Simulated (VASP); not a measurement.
# Al32C (a cell with a defect) in VASP: a series of runs

Al32C (a cell with a defect) is run at these levels: LDA; tasks: single point.

Everything below comes from runs of VASP 6.6.1. Logs are shortened: lines on timing, memory, paths and dates and some standing lists are left out, and cuts for length are marked.

## Step 1: The cell of the first run

The cell holds a defect, 33 atoms: a = 8.100 Å, b = 8.100 Å, c = 8.100 Å, α = 90.00°, β = 90.00°, γ = 90.00°.

## Step 2: Single point, LDA

Input file INCAR:

```
SYSTEM = Al32C
PREC     = Accurate       ! precision mode
ENCUT    = 520            ! plane-wave cutoff, eV
EDIFF    = 1E-6           ! SCF threshold, eV
ISMEAR   = 0              ! smearing method
SIGMA    = 0.15           ! smearing width, eV
LREAL    = Auto         
LASPH    = .True.         ! aspherical terms in the spheres
NELM     = 100            ! most SCF steps
ALGO     = Normal         ! electronic algorithm
ISIF     = 2              ! what is computed and relaxed
LWAVE    = .False.        ! write WAVECAR
LCHARG   = .True.         ! write CHGCAR
GGA      = CA             ! functional
LELF     = .True.         ! ELF
LVHAR    = .True.       
NBANDS   = 72             ! bands
```

Input file KPOINTS:

```
Automatic mesh
0
Gamma
  2 2 2
  0 0 0
```

Input file POSCAR:

```
Al32C
1.0
    8.1000000000      0.0000000000      0.0000000000
    0.0000000000      8.1000000000      0.0000000000
    0.0000000000      0.0000000000      8.1000000000
Al C
32 1
Direct
    0.5076670370      0.0272312346      0.0085474074
    0.7555508642      0.2535988889      0.0016654321
    0.7544060494     -0.0000803704      0.2556613580
   -0.0005138272      0.0023817284      0.0023570370
    0.2475885185      0.2506639506      0.0023896296
    0.4983679012      0.5030312346     -0.0005729630
    0.7467696296      0.7517146914     -0.0006406173
    0.2443340741      0.0056967901      0.2592314815
    0.5005509877      0.2535271605      0.2567849383
    0.7471608642      0.5028881481      0.2483874074
    0.5010440741      0.0021849383      0.5007087654
    0.7505464198      0.2512702469      0.5000658025
    0.7581088889      0.0056377778      0.7455449383
   -0.0035358025      0.4946625926      0.0016480247
    0.2231017284      0.7423118519      0.0084450617
   -0.0012012346      0.2512953086      0.2518362963
    0.2502395062      0.4957630864      0.2555719753
    0.4980565432      0.7519571605      0.2470996296
    0.0023333333     -0.0017281481      0.5035802469
    0.2517880247      0.2477661728      0.5035996296
    0.5005435802      0.4950858025      0.4975434568
    0.7550088889      0.7495488889      0.4975751852
    0.2520556790     -0.0019672840      0.7534517284
    0.5011995062      0.2506481481      0.7484911111
    0.7543577778      0.4957204938      0.7514241975
   -0.0034388889      0.7495612346      0.2566682716
   -0.0011516049      0.4995571605      0.5000909877
    0.2478354321      0.7490693827      0.5007128395
    0.0024301235      0.2476887654      0.7529867901
    0.2445579012      0.4920862963      0.7457055556
    0.5074254321      0.7424439506      0.7251881481
   -0.0004930864      0.7489519753      0.7485433333
    0.4679966667      0.7820828395     -0.0299486420
```

Potentials or basis: VASP PAW LDA potentials, release 64 (Al, C).

Command:

```bash
$ cat potpaw_LDA.64/Al/POTCAR potpaw_LDA.64/C/POTCAR > POTCAR
$ mpirun -np 1 vasp_std > vasp.out
```

OUTCAR:

```text
SYSTEM = Al32C
   PREC = Accurate
   ENCUT = 520
   EDIFF = 1E-6
   ISMEAR = 0
   LREAL = Auto
   LASPH = .True.
   NELM = 100
   ISIF = 2
   GGA = CA

 ion  position               nearest neighbor table
   1  0.508  0.027  0.009-  33 2.04   2 2.72   9 2.72  24 2.78   5 2.78   3 2.84  23 2.93  13 2.95
                             8 2.95  18 2.95   7 2.96  31 3.25  15 3.26
   2  0.756  0.254  0.002-   1 2.72  14 2.76  25 2.82  16 2.83   4 2.84  29 2.84  10 2.84  13 2.89
                             6 2.90  24 2.91   3 2.91   9 2.92
   3  0.754  1.000  0.256-  22 2.82  26 2.82   1 2.84  12 2.84  16 2.84  19 2.84   4 2.85  11 2.86
                            18 2.89   7 2.89   9 2.91   2 2.91
   4  0.999  0.002  0.002-  15 2.78  29 2.83   2 2.84   5 2.84  16 2.85  13 2.85   3 2.85  23 2.87
                             8 2.87   7 2.88  26 2.90  32 2.91
   5  0.248  0.251  0.002-   1 2.78  29 2.83  14 2.84   4 2.84  16 2.85  30 2.85  17 2.85  23 2.87
                             8 2.88   6 2.88   9 2.91  24 2.91
   6  0.498  0.503  0.999-  33 2.29  18 2.84   7 2.85  10 2.85   5 2.88  24 2.88  25 2.89  17 2.89
                             2 2.90   9 2.90  30 2.91  31 2.95  15 2.96
   7  0.747  0.752  0.999-  33 2.28  18 2.84   6 2.85  10 2.85   4 2.88  32 2.88  25 2.89   3 2.89
                            14 2.90  26 2.90  13 2.91  31 2.95   1 2.96
   8  0.244  0.006  0.259-  19 2.79  20 2.79  16 2.81  28 2.85  11 2.85   4 2.87   5 2.88  26 2.89
                             9 2.89  18 2.91   1 2.95  15 2.95
   9  0.501  0.254  0.257-   1 2.72  21 2.76  17 2.82  12 2.83  11 2.84  20 2.84  10 2.84   8 2.89
[... 32 lines left out ...]
                             7 2.89   6 2.89  22 2.91  21 2.91
  26  0.997  0.750  0.257-  15 2.72  22 2.76   3 2.82  27 2.83  28 2.84  19 2.84  10 2.84   8 2.89
                             4 2.90   7 2.90  17 2.91  14 2.92
  27  0.999  0.500  0.500-  30 2.81  26 2.83  22 2.83  25 2.84  17 2.84  16 2.84  12 2.84  32 2.85
                            28 2.86  10 2.88  20 2.89  29 2.89
  28  0.248  0.749  0.501-  31 2.78  19 2.83  26 2.84  32 2.84   8 2.85  27 2.86  17 2.86  23 2.87
                            30 2.88  18 2.89  11 2.90  21 2.90
  29  0.002  0.248  0.753-  13 2.79  30 2.79   5 2.83   4 2.83   2 2.84  14 2.84  25 2.84  20 2.86
                            19 2.86  23 2.86  27 2.89  12 2.89
  30  0.245  0.492  0.746-  20 2.79  29 2.79  27 2.81  24 2.85   5 2.85  32 2.88  28 2.88  14 2.89
                            21 2.89   6 2.91  15 2.94  31 2.95
  31  0.507  0.742  0.725-  33 2.03  21 2.72  22 2.72  28 2.78  11 2.78  25 2.84  23 2.94  30 2.95
                            13 2.95   7 2.95   6 2.95  15 3.25   1 3.25
  32  1.000  0.749  0.749-  15 2.78  19 2.83  22 2.84  28 2.84  27 2.85  13 2.85  25 2.85  23 2.87
                            30 2.88   7 2.88   4 2.91  14 2.91
  33  0.468  0.782  0.970-  15 2.03  31 2.03   1 2.04  18 2.27   7 2.28   6 2.29

  LATTYP: Found a simple cubic cell.
 ALAT       =     8.1000000000

  Lattice vectors:

 A1 = (   8.1000000000,   0.0000000000,   0.0000000000)
 A2 = (   0.0000000000,   8.1000000000,   0.0000000000)
 A3 = (   0.0000000000,   0.0000000000,   8.1000000000)

Analysis of symmetry for initial positions (statically):
=====================================================================
 Subroutine PRICEL returns:
 Original cell was already a primitive cell.

 Routine SETGRP: Setting up the symmetry group for a
 simple cubic supercell.

 Subroutine GETGRP returns: Found  1 space group operations
 (whereof  1 operations were pure point group operations)
 out of a pool of 48 trial point group operations.

The static configuration has the point symmetry C_1 .

Analysis of symmetry for dynamics (positions and initial velocities):
=====================================================================
 Subroutine PRICEL returns:
 Original cell was already a primitive cell.

 Routine SETGRP: Setting up the symmetry group for a
 simple cubic supercell.

 Subroutine GETGRP returns: Found  1 space group operations
 (whereof  1 operations were pure point group operations)
 out of a pool of 48 trial point group operations.

The dynamic configuration has the point symmetry C_1 .

 Subroutine INISYM returns: Found  1 space group operations
 (whereof  1 operations are pure point group operations),
 and found     1 'primitive' translations

----------------------------------------------------------------------------------------

                                     Primitive cell

  volume of cell :     531.4410

  direct lattice vectors                    reciprocal lattice vectors
     8.100000000  0.000000000  0.000000000     0.123456790  0.000000000  0.000000000
     0.000000000  8.100000000  0.000000000     0.000000000  0.123456790  0.000000000
     0.000000000  0.000000000  8.100000000     0.000000000  0.000000000  0.123456790

  length of vectors
[... 75 lines left out ...]
[... 41 lines left out ...]
   NGXF,Y,Z  is equivalent  to a cutoff of  24.63, 24.63, 24.63 a.u.
 SYSTEM =  Al32C
   PREC   = accura    normal or accurate (medium, high low for compatibility)
   ISTART =      0    job   : 0-new  1-cont  2-samecut
   ICHARG =      2    charge: 1-file 2-atom 10-const
   ISPIN  =      1    spin polarized calculation?
   LNONCOLLINEAR =      F non collinear calculations
   LSORBIT =      F    spin-orbit coupling
   LASPH  =      T    aspherical Exc in radial PAW
   ENCUT  =  520.0 eV  38.22 Ry    6.18 a.u.  15.06 15.06 15.06*2*pi/ulx,y,z
   NELM   =    100;   NELMIN=  2; NELMDL= -5     # of ELM steps
   EDIFF  = 0.1E-05   stopping-criterion for ELM
   LREAL  =      T    real-space projection
   EDIFFG = 0.1E-04   stopping-criterion for IOM
   NSW    =      0    number of steps for IOM
   IBRION =     -1    ionic relax: 0-MD 1-quasi-New 2-CG
   NFREE  =      0    steps in history (QN), initial steepest desc. (CG)
   ISIF   =      2    stress and relaxation
   ISYM   =      2    0-nonsym 1-usesym 2-fastsym
   POTIM  = 0.5000    time-step for ionic-motion
   TEBEG  =    0.0;   TEEND  =   0.0 temperature during run
   PSTRESS=    0.0 pullay stress
   NELECT =     100.0000    total number of electrons
   NUPDOWN=      -1.0000    fix difference up-down
   EMIN   =  10.00;   EMAX   =-10.00  energy-range for DOS
   EFERMI =   0.00;   METHOD = LEGACY
   ISMEAR =     0;   SIGMA  =   0.15  broadening in eV -4-tet -1-fermi 0-gaus
   EFERMI_NEDOS =   21; number of points for ismear=-14 and -15
   IALGO  =     38    algorithm
   IMIX   =      4    mixing-type and parameters
     AMIX     =   0.40;   BMIX     =  1.00
     AMIX_MAG =   1.60;   BMIX_MAG =  1.00
  volume/ion in A,a.u.               =      16.10       108.68
  Fermi-wavevector in a.u.,A,eV,Ry     =   0.938116  1.772782 11.973962  0.880061
  Thomas-Fermi vector in A             =   2.065295
   LORBIT       =      0    0 simple, 1 ext, 2 COOP (PROOUT), +10 PAW based schemes
   GGA     = CA    functional components
   LHFCALC =     F    Hartree Fock is set to
   AEXX    =    0.0000 exact exchange contribution
   IVDW    =     0    specifies the selected vdW correction
   LEPSILON=     F    determine dielectric tensor
   LRPA    =     F    only Hartree local field effects (RPA)
 non-spin polarized calculation
 Gauss-broadening in eV      SIGMA  =   0.15
  energy-cutoff  :      520.00
  volume of cell :      531.44
 maximum number of plane-waves:     14400
   NGX = 31   NGY = 31   NGZ = 31

 number of electron     100.0000000 magnetization

 Free energy of the ion-electron system (eV)
  ---------------------------------------------------
  ext. energy  EPLUGINS =         0.00000000
  ---------------------------------------------------
  free energy    TOTEN  =      -142.87215104 eV

  energy without entropy =     -142.77158192  energy(sigma->0) =     -142.82186648

 E-fermi :   7.6271     XC(G=0): -10.3917

 val. band max:        7.5459006213   @ k =   0.0000   0.5000   0.0000
 cond. band min:       7.8359958456   @ k =   0.5000   0.0000   0.5000
 fundamental gap:      0.2900952243
 Fermi energy:         7.6270823220

 k-point     1 :       0.0000    0.0000    0.0000
  band No.  band energies     occupation
      1      -4.8803      2.00000
      2      -2.8761      2.00000
      3      -1.1115      2.00000
      4      -1.1107      2.00000
      5      -1.0903      2.00000
      6      -1.0535      2.00000
[... 509 lines left out ...]
     61      11.0940      0.00000
     62      11.1002      0.00000
 [bands above 62 left out]

------------------------ aborting loop because EDIFF is reached ----------------------------------------

  FORCE on cell =-STRESS in cart. coord.  units (eV):
  Direction    XX          YY          ZZ          XY          YZ          ZX
  --------------------------------------------------------------------------------------
  -------------------------------------------------------------------------------------
  Total      -11.3700558    -11.3775997    -11.3879311      0.2966886      0.2890520     -0.2938853
  in kB      -34.2782088    -34.3009521    -34.3320991      0.8944506      0.8714280     -0.8859994
  external PRESSURE =     -34.3037534 kB  Pullay stress =       0.0000000 kB

 VOLUME and BASIS-vectors are now :
 -----------------------------------------------------------------------------
  energy-cutoff  :      520.00
  volume of cell :      531.44
      direct lattice vectors                 reciprocal lattice vectors
     8.100000000  0.000000000  0.000000000     0.123456790  0.000000000  0.000000000
     0.000000000  8.100000000  0.000000000     0.000000000  0.123456790  0.000000000
     0.000000000  0.000000000  8.100000000     0.000000000  0.000000000  0.123456790

 POSITION                                       TOTAL-FORCE (eV/Angst)
 -----------------------------------------------------------------------------------
      4.11210      0.22057      0.06923        -0.099370     -0.057634     -0.097555
      6.11996      2.05415      0.01349        -0.035922     -0.020575      0.002562
      6.11069      8.09935      2.07086        -0.006520      0.030710     -0.009341
      8.09584      0.01929      0.01909        -0.003765      0.005514     -0.005804
      2.00547      2.03038      0.01936        -0.004589      0.000728     -0.006284
      4.03678      4.07455      8.09536        -0.017462      0.014781     -0.016159
[... 25 lines left out ...]
      8.09601      6.06651      6.06320        -0.004947      0.006824     -0.001421
      3.79077      6.33487      7.85742         0.554307     -0.538015      0.546124
 -----------------------------------------------------------------------------------
    total drift:                                0.000912      0.001154      0.010304

  FREE ENERGIE OF THE ION-ELECTRON SYSTEM (eV)
  ---------------------------------------------------
  free  energy   TOTEN  =      -142.8721510353 eV

  energy  without entropy=     -142.7715819183  energy(sigma->0) =     -142.82186648
```

Wall time 2.6 min (1 thread of Intel Xeon 6975P-C (Granite Rapids), shared host); peak memory 0.48 GiB.

Results:

```yaml
Free_energy: -142.8722 eV
Pressure: -3.4 GPa
Largest_force: 0.946 eV/Å
Band_gap_on_the_k_mesh: zero (band 50 reaches 7.94 eV, above the bottom of band 51 at 7.10 eV)
```

Forces on the atoms (eV/Å):
```
Al  -0.099 -0.058 -0.098
Al  -0.036 -0.021  0.003
Al  -0.007  0.031 -0.009
Al  -0.004  0.006 -0.006
Al  -0.005  0.001 -0.006
Al  -0.017  0.015 -0.016
Al  -0.012  0.019 -0.016
Al  -0.006  0.009 -0.005
Al   0.001 -0.020 -0.035
Al  -0.001  0.004 -0.004
Al  -0.006  0.007 -0.004
Al  -0.022 -0.008  0.004
Al  -0.008  0.002 -0.003
Al   0.019  0.035  0.003
Al   0.044  0.101 -0.093
Al   0.007 -0.006 -0.025
Al  -0.034  0.003 -0.005
Al  -0.013  0.015  0.000
Al  -0.010  0.002 -0.012
Al   0.000  0.011 -0.011
Al   0.002  0.031  0.022
Al  -0.032 -0.003  0.023
Al  -0.202  0.205 -0.206
Al  -0.008  0.002 -0.001
Al  -0.007  0.009 -0.033
Al   0.018 -0.004 -0.035
Al   0.009  0.022  0.003
Al  -0.007  0.004 -0.005
Al  -0.011  0.013 -0.002
Al  -0.007  0.002 -0.010
Al  -0.095  0.101  0.038
Al  -0.005  0.007 -0.001
C    0.554 -0.538  0.546
```

Levels at points of the mesh, in eV from the Fermi level:
| k point | band 46 | band 47 | band 48 | band 49 | band 50 | band 51 | band 52 | band 53 | band 54 | band 55 |
| --- | --- | --- | --- | --- | --- | --- | --- | --- | --- | --- |
| (0.00, 0.00, 0.00) | -0.60 | 0.23 | 0.24 | 0.31 | 0.31 | 0.40 | 0.45 | 0.49 | 0.50 | 1.09 |
| (0.50, 0.00, 0.00) | -0.74 | -0.19 | -0.19 | -0.14 | -0.11 | -0.09 | -0.08 | 0.40 | 0.55 | 0.85 |
| (0.00, 0.50, 0.00) | -0.74 | -0.19 | -0.19 | -0.14 | -0.11 | -0.09 | -0.08 | 0.40 | 0.55 | 0.85 |
| (0.00, 0.00, 0.50) | -0.74 | -0.19 | -0.19 | -0.14 | -0.11 | -0.09 | -0.08 | 0.40 | 0.55 | 0.84 |
| (0.50, 0.50, 0.00) | -0.58 | -0.49 | -0.29 | 0.21 | 0.22 | 0.34 | 0.64 | 0.99 | 1.00 | 1.05 |
| (0.00, 0.50, 0.50) | -0.58 | -0.49 | -0.29 | 0.21 | 0.21 | 0.35 | 0.64 | 0.99 | 0.99 | 1.05 |
| (0.50, 0.00, 0.50) | -0.58 | -0.49 | -0.29 | 0.21 | 0.21 | 0.35 | 0.64 | 0.99 | 0.99 | 1.05 |
| (0.50, 0.50, 0.50) | -0.58 | -0.58 | -0.57 | -0.56 | -0.56 | -0.52 | -0.52 | -0.49 | -0.45 | -0.43 |

Caveat: the k points lie up to 0.39 Å⁻¹ apart.

## Step 3: Single point, LDA

Input file INCAR:

```
ALGO = Normal
EDIFF = 1E-7
ENCUT = 520
ISIF = 2
ISMEAR = 0
LASPH = T
LCHARG = F
LREAL = Auto
LWAVE = F
NBANDS = 72
NELM = 60
PREC = Accurate
SIGMA = 0.15
```

Input file KPOINTS:

```
k-points
0
Gamma
  2 2 2
```

Input file POSCAR:

```
Al32C
1.0
    8.1000000000      0.0000000000      0.0000000000
    0.0000000000      8.1000000000      0.0000000000
    0.0000000000      0.0000000000      8.1000000000
Al C
32 1
Direct
    0.5135432099      0.0334091358      0.0155172840
    0.7566330864      0.2562891358      0.0014859259
    0.7534520988     -0.0010383951      0.2560670370
   -0.0015890123      0.0031929630      0.0026317284
    0.2467281481      0.2517851852      0.0026829630
    0.4984838272      0.5026758025      0.0008281481
    0.7469703704      0.7516739506      0.0007138272
    0.2434983951      0.0065655556      0.2596783951
    0.4990356790      0.2561565432      0.2592346914
    0.7461381481      0.5039630864      0.2487495062
    0.4998712346      0.0028767901      0.5010487654
    0.7508059259      0.2528767901      0.4997540741
    0.7571730864      0.0064148148      0.7461006173
   -0.0062100000      0.4936611111      0.0014753086
    0.2171162963      0.7364506173      0.0153098765
   -0.0028275309      0.2529379012      0.2535074074
    0.2511760494      0.4967055556      0.2560290123
    0.4979800000      0.7520676543      0.2476746914
    0.0017013580     -0.0002772840      0.5042908642
    0.2503748148      0.2484001235      0.5043354321
    0.4990476543      0.4943561728      0.4962076543
    0.7557319753      0.7510497531      0.4962661728
    0.2646672840     -0.0144932099      0.7676055556
    0.5001093827      0.2517279012      0.7488306173
    0.7534085185      0.4967148148      0.7537453086
   -0.0060380247      0.7510696296      0.2590387654
   -0.0027359259      0.4993433333      0.4997870370
    0.2471258025      0.7502541975      0.5010598765
    0.0019516049      0.2481920988      0.7529091358
    0.2437702469      0.4930124691      0.7462203704
    0.5130385185      0.7367300000      0.7210371605
   -0.0015208642      0.7500698765      0.7489212346
    0.4293462963      0.8208161728     -0.0668833333
```

Potentials or basis: VASP PAW LDA potentials, release 64 (Al, C).

Command:

```bash
$ cat potpaw_LDA.64/Al/POTCAR potpaw_LDA.64/C/POTCAR > POTCAR
$ mpirun -np 1 vasp_std > vasp.out
```

Wall time 3.1 min (1 thread of Intel Xeon 6975P-C (Granite Rapids), shared host); peak memory 0.48 GiB.

It converged, with:

* Free energy: -142.4599 eV
* Pressure: -2.7 GPa
* Largest force: 0.055 eV/Å
* Band gap on the k mesh: zero (band 50 reaches 7.90 eV, above the bottom of band 51 at 7.10 eV)

Forces on the atoms (eV/Å):
```
Al   0.005  0.017  0.005
Al  -0.004 -0.002  0.001
Al  -0.001  0.001 -0.002
Al   0.002  0.001 -0.003
Al   0.001 -0.005 -0.003
Al  -0.001 -0.003 -0.001
Al   0.003  0.002 -0.002
Al   0.002  0.000  0.000
Al   0.000 -0.001 -0.002
Al   0.004 -0.002  0.002
Al  -0.001  0.001  0.002
Al   0.002 -0.002  0.003
Al  -0.003 -0.003  0.003
Al   0.001  0.004  0.003
Al  -0.048 -0.013  0.022
Al   0.002 -0.001  0.000
Al  -0.003  0.001  0.000
Al   0.001  0.001  0.004
Al   0.000  0.003  0.000
Al  -0.003  0.000  0.000
Al   0.001 -0.001  0.002
Al   0.001 -0.002  0.002
Al  -0.005  0.008 -0.009
Al  -0.003 -0.006  0.004
Al   0.001 -0.001 -0.004
Al   0.001 -0.001 -0.002
Al   0.003 -0.002  0.002
Al  -0.002  0.000  0.000
Al  -0.001  0.002 -0.004
Al  -0.001 -0.001 -0.002
Al   0.020 -0.013 -0.047
Al   0.002  0.002  0.003
C    0.024  0.017  0.022
```

Stress tensor (GPa, compression positive):
```
-2.68  0.30 -0.31
 0.30 -2.68  0.31
-0.31  0.31 -2.74
```

Levels at points of the mesh, in eV from the Fermi level:
| k point | band 46 | band 47 | band 48 | band 49 | band 50 | band 51 | band 52 | band 53 | band 54 | band 55 |
| --- | --- | --- | --- | --- | --- | --- | --- | --- | --- | --- |
| (0.00, 0.00, 0.00) | -0.40 | 0.00 | 0.01 | 0.34 | 0.34 | 0.43 | 0.60 | 0.61 | 0.71 | 1.15 |
| (0.50, 0.00, 0.00) | -0.47 | -0.21 | -0.17 | -0.16 | -0.11 | -0.03 | -0.02 | 0.45 | 0.63 | 0.67 |
| (0.00, 0.50, 0.00) | -0.47 | -0.22 | -0.17 | -0.16 | -0.11 | -0.03 | -0.02 | 0.46 | 0.63 | 0.67 |
| (0.00, 0.00, 0.50) | -0.46 | -0.21 | -0.17 | -0.16 | -0.11 | -0.03 | -0.02 | 0.46 | 0.63 | 0.68 |
| (0.50, 0.50, 0.00) | -0.48 | -0.32 | -0.22 | 0.15 | 0.17 | 0.51 | 0.80 | 1.03 | 1.04 | 1.08 |
| (0.00, 0.50, 0.50) | -0.47 | -0.31 | -0.22 | 0.15 | 0.17 | 0.51 | 0.80 | 1.03 | 1.04 | 1.08 |
| (0.50, 0.00, 0.50) | -0.47 | -0.31 | -0.22 | 0.15 | 0.17 | 0.51 | 0.80 | 1.03 | 1.04 | 1.08 |
| (0.50, 0.50, 0.50) | -0.52 | -0.52 | -0.52 | -0.50 | -0.50 | -0.47 | -0.46 | -0.44 | -0.44 | -0.39 |

Caveat: the k points lie up to 0.39 Å⁻¹ apart.
